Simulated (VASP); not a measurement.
# Fe (Fd-3m) in VASP: further runs

Runs on Fe. Level: RPBE. Tasks: single point.

Everything below comes from runs of VASP 6.6.1. Logs are shortened: lines on timing, memory, paths and dates and some standing lists are left out, and cuts for length are marked.

## 1. The cell of the first run

The structure is cubic, space group Fd-3m (No. 227). The conventional cell has a = 4.709 Å, b = 4.709 Å, c = 4.709 Å, α = 90.00°, β = 90.00°, γ = 90.00°. Within 2.7 Å of Fe (site symmetry -43m) lie 4 Fe at 2.04 Å.

This isn't the form of Fe at room conditions, which is bcc.

## 2. Single point, RPBE, collinear spin, ferromagnetic start (13.05 Å³/atom)

INCAR reads:

```
PREC = Accurate
ENCUT = 520
EDIFF = 1E-6
ISMEAR = -1
SIGMA = 0.05
LREAL = False
LASPH = True
NELM = 150
ALGO = Normal
ISIF = 2
LWAVE = False
LCHARG = False
ISPIN = 2
MAGMOM = 2.5 2.5
LORBIT = 11
LMAXMIX = 4
GGA = RP
NBANDS = 19
```

KPOINTS reads:

```
regular mesh
0
Gamma
  18 18 18
```

POSCAR reads:

```
Fe
1.0
    0.0000000000      2.3545930308      2.3545930308
    2.3545930308      0.0000000000      2.3545930308
    2.3545930308      2.3545930308      0.0000000000
Fe
2
Direct
    0.1250000000      0.1250000000      0.1250000000
    0.8750000000      0.8750000000      0.8750000000
```

Potentials or basis: VASP PAW PBE potentials, release 64 (Fe).

Launch:

```console
$ cat potpaw_PBE.64/Fe/POTCAR > POTCAR
$ mpirun -np 1 vasp_std > vasp.out
```

OUTCAR:

```text
PREC = Accurate
   ENCUT = 520
   EDIFF = 1E-6
   ISMEAR = -1
   LREAL = False
   LASPH = True
   NELM = 150
   ISIF = 2
   ISPIN = 2
   LORBIT = 11
   GGA = RP

 ion  position               nearest neighbor table
   1  0.125  0.125  0.125-   2 2.04   2 2.04   2 2.04   2 2.04
   2  0.875  0.875  0.875-   1 2.04   1 2.04   1 2.04   1 2.04

  LATTYP: Found a face centered cubic cell.
 ALAT       =     4.7091860616

  Lattice vectors:

 A1 = (   0.0000000000,   2.3545930308,   2.3545930308)
 A2 = (   2.3545930308,   0.0000000000,   2.3545930308)
 A3 = (   2.3545930308,   2.3545930308,   0.0000000000)

Analysis of symmetry for initial positions (statically):
=====================================================================
 Subroutine PRICEL returns:
 Original cell was already a primitive cell.

 Routine SETGRP: Setting up the symmetry group for a
 face centered cubic supercell.

 Subroutine GETGRP returns: Found 48 space group operations
 (whereof 12 operations were pure point group operations)
 out of a pool of 48 trial point group operations.

The static configuration has the point symmetry D_3d.
 The point group associated with its full space group is O_h .

Analysis of symmetry for dynamics (positions and initial velocities):
=====================================================================
 Subroutine PRICEL returns:
 Original cell was already a primitive cell.

 Routine SETGRP: Setting up the symmetry group for a
 face centered cubic supercell.

 Subroutine GETGRP returns: Found 48 space group operations
 (whereof 12 operations were pure point group operations)
 out of a pool of 48 trial point group operations.

The dynamic configuration has the point symmetry D_3d.
 The point group associated with its full space group is O_h .

Analysis of structural, dynamic, and magnetic symmetry:
=====================================================================
 Subroutine PRICEL returns:
 Original cell was already a primitive cell.

 Routine SETGRP: Setting up the symmetry group for a
 face centered cubic supercell.

 Subroutine GETGRP returns: Found 48 space group operations
 (whereof 12 operations were pure point group operations)
 out of a pool of 48 trial point group operations.

The overall configuration has the point symmetry D_3d.
 The point group associated with its full space group is O_h .

 Subroutine INISYM returns: Found 48 space group operations
 (whereof 12 operations are pure point group operations),
 and found     1 'primitive' translations

----------------------------------------------------------------------------------------

                                     Primitive cell

  volume of cell :      26.1082

  direct lattice vectors                    reciprocal lattice vectors
     0.000000000  2.354593031  2.354593031    -0.212350922  0.212350922  0.212350922
     2.354593031  0.000000000  2.354593031     0.212350922 -0.212350922  0.212350922
     2.354593031  2.354593031  0.000000000     0.212350922  0.212350922 -0.212350922

  length of vectors
     3.329897398  3.329897398  3.329897398     0.367802585  0.367802585  0.367802585

  position of ions in fractional coordinates (direct lattice)
     0.125000000  0.125000000  0.125000000
     0.875000000  0.875000000  0.875000000

  ion indices of the primitive-cell ions
   primitive index   ion index
                 1           1
                 2           2

----------------------------------------------------------------------------------------

 KPOINTS: regular mesh

Automatic generation of k-mesh.
 Grid dimensions read from file:
 generate k-points for:   18   18   18

 Generating k-lattice:

  Cartesian coordinates                     Fractional coordinates (reciprocal lattice)
    -0.011797273  0.011797273  0.011797273     0.055555556  0.000000000  0.000000000
     0.011797273 -0.011797273  0.011797273     0.000000000  0.055555556  0.000000000
     0.011797273  0.011797273 -0.011797273     0.000000000  0.000000000  0.055555556

  Length of vectors
     0.020433477  0.020433477  0.020433477

  Shift w.r.t. Gamma in fractional coordinates (k-lattice)
     0.000000000  0.000000000  0.000000000

 Subroutine IBZKPT returns following result:
 ===========================================

 Found    195 irreducible k-points:

 Following reciprocal coordinates:
            Coordinates               Weight
  0.000000  0.000000  0.000000      1.000000
  0.055556  0.000000  0.000000      8.000000
  0.111111  0.000000  0.000000      8.000000
  0.166667  0.000000  0.000000      8.000000
  0.222222  0.000000  0.000000      8.000000
  0.277778  0.000000  0.000000      8.000000
[... 16 lines left out ...]
 -0.277778  0.055556  0.000000     24.000000
 -0.222222  0.055556  0.000000     24.000000
 [... further k-points ...]
   k-points           NKPTS =    195   k-points in BZ     NKDIM =    195   number of bands    NBANDS=     19
   number of dos      NEDOS =    301   number of ions     NIONS =      2
   total plane-waves  NPLWV =  21952
   dimension x,y,z NGX =    28 NGY =   28 NGZ =   28
   dimension x,y,z NGXF=    56 NGYF=   56 NGZF=   56
   ions per type =               2
   NGX,Y,Z   is equivalent  to a cutoff of  13.98, 13.98, 13.98 a.u.
   NGXF,Y,Z  is equivalent  to a cutoff of  27.96, 27.96, 27.96 a.u.
 SYSTEM =  unknown system
   PREC   = accura    normal or accurate (medium, high low for compatibility)
   ISTART =      0    job   : 0-new  1-cont  2-samecut
   ICHARG =      2    charge: 1-file 2-atom 10-const
   ISPIN  =      2    spin polarized calculation?
   LNONCOLLINEAR =      F non collinear calculations
   LSORBIT =      F    spin-orbit coupling
   LASPH  =      T    aspherical Exc in radial PAW
   ENCUT  =  520.0 eV  38.22 Ry    6.18 a.u.   6.19  6.19  6.19*2*pi/ulx,y,z
   NELM   =    150;   NELMIN=  2; NELMDL= -5     # of ELM steps
   EDIFF  = 0.1E-05   stopping-criterion for ELM
   LREAL  =      F    real-space projection
   EDIFFG = 0.1E-04   stopping-criterion for IOM
   NSW    =      0    number of steps for IOM
   IBRION =     -1    ionic relax: 0-MD 1-quasi-New 2-CG
   NFREE  =      0    steps in history (QN), initial steepest desc. (CG)
   ISIF   =      2    stress and relaxation
   ISYM   =      2    0-nonsym 1-usesym 2-fastsym
   POTIM  = 0.5000    time-step for ionic-motion
   TEBEG  =    0.0;   TEEND  =   0.0 temperature during run
   PSTRESS=    0.0 pullay stress
   NELECT =      16.0000    total number of electrons
   NUPDOWN=      -1.0000    fix difference up-down
   EMIN   =  10.00;   EMAX   =-10.00  energy-range for DOS
   EFERMI =   0.00;   METHOD = LEGACY
   ISMEAR =    -1;   SIGMA  =   0.05  broadening in eV -4-tet -1-fermi 0-gaus
   EFERMI_NEDOS =   21; number of points for ismear=-14 and -15
   IALGO  =     38    algorithm
   IMIX   =      4    mixing-type and parameters
     AMIX     =   0.40;   BMIX     =  1.00
     AMIX_MAG =   1.60;   BMIX_MAG =  1.00
  volume/ion in A,a.u.               =      13.05        88.09
  Fermi-wavevector in a.u.,A,eV,Ry     =   1.390558  2.627773 26.308910  1.933650
  Thomas-Fermi vector in A             =   2.514481
   LORBIT       =     11    0 simple, 1 ext, 2 COOP (PROOUT), +10 PAW based schemes
   GGA     = RP    functional components
   LHFCALC =     F    Hartree Fock is set to
   AEXX    =    0.0000 exact exchange contribution
   IVDW    =     0    specifies the selected vdW correction
   LEPSILON=     F    determine dielectric tensor
   LRPA    =     F    only Hartree local field effects (RPA)
 spin polarized calculation
  energy-cutoff  :      520.00
  volume of cell :       26.11
 maximum number of plane-waves:       725
 NGX is ok and might be reduce to    28
   NGX = 13   NGY = 13   NGZ = 13

 number of electron      15.9999993 magnetization      -0.0018369

 number of electron      15.9999993 magnetization       0.0002248

 Free energy of the ion-electron system (eV)
  ---------------------------------------------------
  ext. energy  EPLUGINS =         0.00000000
  ---------------------------------------------------
  free energy    TOTEN  =       -12.75107691 eV

  energy without entropy =      -12.73280991  energy(sigma->0) =      -12.74194341

 E-fermi :   4.6397     XC(G=0): -11.9622

 val. band max:        4.6367520859   @ k =   0.4444   0.2222   0.0556
 cond. band min:       4.6491292721   @ k =  -0.2222   0.1111   0.0000
 fundamental gap:      0.0123771862
 Fermi energy:         4.6396700613

 spin component 1

 k-point     1 :       0.0000    0.0000    0.0000
  band No.  band energies     occupation
      1      -2.5114      1.00000
      2       1.4874      1.00000
      3       1.4874      1.00000
      4       1.9088      1.00000
      5       1.9088      1.00000
      6       1.9088      1.00000
[... 11 lines left out ...]
     18      21.1142      0.00000
     19      22.9871      0.00000
[... 485 lines left out ...]
 k-point    24 :      -0.2222    0.0556    0.0000
  band No.  band energies     occupation
      1      -1.2313      1.00000
      2       1.1589      1.00000
      3       1.4088      1.00000
      4       2.0214      1.00000
      5       2.2252      1.00000
      6       2.4482      1.00000
[... 11 lines left out ...]
     18      23.3232      0.00000
     19      23.9667      0.00000

 [... further k-points ...]

 spin component 2

 k-point     1 :       0.0000    0.0000    0.0000
  band No.  band energies     occupation
      1      -2.5115      1.00000
      2       1.4875      1.00000
      3       1.4875      1.00000
      4       1.9088      1.00000
      5       1.9088      1.00000
      6       1.9088      1.00000
[... 11 lines left out ...]
     18      21.1146      0.00000
     19      22.9875      0.00000
[... 485 lines left out ...]
 k-point    24 :      -0.2222    0.0556    0.0000
  band No.  band energies     occupation
      1      -1.2314      1.00000
      2       1.1590      1.00000
      3       1.4089      1.00000
      4       2.0214      1.00000
      5       2.2252      1.00000
      6       2.4483      1.00000
[... 11 lines left out ...]
     18      23.3231      0.00000
     19      23.9668      0.00000

 [... further k-points ...]

------------------------ aborting loop because EDIFF is reached ----------------------------------------

  FORCE on cell =-STRESS in cart. coord.  units (eV):
  Direction    XX          YY          ZZ          XY          YZ          ZX
  --------------------------------------------------------------------------------------
  -------------------------------------------------------------------------------------
  Total        3.5084274      3.5084274      3.5084274      0.0000000      0.0000000      0.0000000
  in kB      215.3007395    215.3007395    215.3007395      0.0000000      0.0000000      0.0000000
  external PRESSURE =     215.3007395 kB  Pullay stress =       0.0000000 kB

 VOLUME and BASIS-vectors are now :
 -----------------------------------------------------------------------------
  energy-cutoff  :      520.00
  volume of cell :       26.11
      direct lattice vectors                 reciprocal lattice vectors
     0.000000000  2.354593031  2.354593031    -0.212350922  0.212350922  0.212350922
     2.354593031  0.000000000  2.354593031     0.212350922 -0.212350922  0.212350922
     2.354593031  2.354593031  0.000000000     0.212350922  0.212350922 -0.212350922

 POSITION                                       TOTAL-FORCE (eV/Angst)
 -----------------------------------------------------------------------------------
      0.58865      0.58865      0.58865        -0.000000     -0.000000     -0.000000
      4.12054      4.12054      4.12054         0.000000      0.000000      0.000000
 -----------------------------------------------------------------------------------
    total drift:                                0.000000     -0.000000     -0.000000

  FREE ENERGIE OF THE ION-ELECTRON SYSTEM (eV)
  ---------------------------------------------------
  free  energy   TOTEN  =       -12.7510769106 eV

  energy  without entropy=      -12.7328099143  energy(sigma->0) =      -12.74194341

 total charge

# of ion       s       p       d       tot
------------------------------------------
    1        0.622   0.501   6.567   7.689
    2        0.622   0.501   6.567   7.689
--------------------------------------------------
tot          1.244   1.001  13.134  15.379

 magnetization (x)

# of ion       s       p       d       tot
------------------------------------------
    1       -0.000  -0.000   0.000   0.000
    2       -0.000  -0.000   0.000   0.000
--------------------------------------------------
tot         -0.000  -0.000   0.000   0.000
```

Wall time 7.1 min (1 thread of AMD EPYC 7R13, shared host); peak memory 0.24 GiB.

What came out:

```
Free energy                                           : -12.7511 eV
Pressure                                              : 21.5 GPa
Band gap on the k mesh                                : zero (filled and empty bands overlap)
Net moment                                            : 0.00 μB per cell
Valence electrons inside the program's atomic spheres : Fe 7.69
```

Levels at points of the mesh, in eV from the Fermi level:
Spin up:
```tsv
k point	band 5	band 6	band 7	band 8	band 9	band 10	band 11	band 12
(0.00, 0.00, 0.00)	-2.73	-2.73	-0.44	-0.44	-0.44	1.44	1.44	15.30
(0.50, 0.00, 0.00)	-2.77	-2.77	-1.16	0.22	0.22	1.15	1.15	2.86
(0.50, 0.50, 0.00)	-1.36	-1.36	-0.84	-0.84	1.37	1.37	3.05	3.05
```
Spin down:
```
           k point  band 6  band 7  band 8  band 9  band 10  band 11
(0.00, 0.00, 0.00)   -2.73   -0.43   -0.43   -0.43     1.44     1.44
(0.50, 0.00, 0.00)   -2.77   -1.16    0.22    0.22     1.15     1.15
(0.50, 0.50, 0.00)   -1.36   -0.84   -0.84    1.37     1.37     3.05
```

Caveat: the cell stands under pressure; the moments typed at the start vanished in this run; the PAW data sets were made with another functional, which shifts forces and pressure a little.

(Part 1 of 2 ends here.)
